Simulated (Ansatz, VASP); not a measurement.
**Two plane-wave programs on Li**

INCAR

```
SYSTEM = Li
PREC = Accurate ; ENCUT = 600
EDIFF = 1E-7 ; ISMEAR = 0
SIGMA = 0.1 ; LREAL = .False.
LASPH = .True. ; NELM = 80
ALGO = Normal ; ISIF = 3
LWAVE = .False. ; LCHARG = .False.
GGA = PS ; IBRION = 2
NSW = 100 ; EDIFFG = -0.005
```

Contents of KPOINTS:

```
regular mesh
0
Gamma
  18 18 8
  0 0 0
```

Contents of POSCAR:

```
Li
1.0
    3.0147964037      0.0000000000      0.0000000000
   -1.5073982019      2.6108902729      0.0000000000
    0.0000000000      0.0000000000      5.1083222000
Li
2
Direct
    0.3333333300      0.6666666700      0.2500000000
    0.6666666700      0.3333333300      0.7500000000
```

Input for Ansatz:

```yaml
crystal:
  lattice:
    - [3.0147964037, 0.0, 0.0]
    - [-1.5073982019, 2.6108902729, 0.0]
    - [0.0, 0.0, 5.1083222]
  atoms:
    - { symbol: Li, position: [0.33333333, 0.66666667, 0.25] }
    - { symbol: Li, position: [0.66666667, 0.33333333, 0.75] }
basis:
  ecutwfc: 420
kpoints:
  mp_grid: { grid: [18, 18, 8] }
hamiltonian:
  xc: pbesol
scf:
  occupations: { method: gaussian, width: 0.1 }
output:
  forces: true
  stress: true
  eigenvalues: true
relax:
  adjacent_minimum: "off"
  f_tol: 0.005
  max_steps: 80
  cell: { stress_tol: 0.05 }
```

Alike in both runs: task relaxation of cell and atoms; functional PBEsol; k mesh 18 × 18 × 8; occupations gaussian, width 0.1 eV; no spin polarisation.

```csv
,VASP,Ansatz
version,VASP 6.6.1,Ansatz 0.2.0
potentials or method,"VASP PAW PBE potentials, release 64 (Li_sv), cutoff 600 eV","scalar-relativistic, plane waves, PAW"
valence electrons in the cell,6,6
```

```tsv
	VASP	Ansatz	Ansatz less VASP
gap on the k mesh at the Fermi level, each at its own relaxed structure (eV)	none	none	-
relaxed volume (Å³/atom)	19.96	20.19	+0.231
relaxed length of the cell vector where the two differ most in proportion (Å)	4.999	5.027	+0.0280
```

VASP's potentials were made for PBE, not for PBEsol. A gap of «none» marks a metal or a gap that the smearing closes.

Noted on VASP's run: the cutoff is under 1.25 times that of the potentials, so the pressure is a little rough.
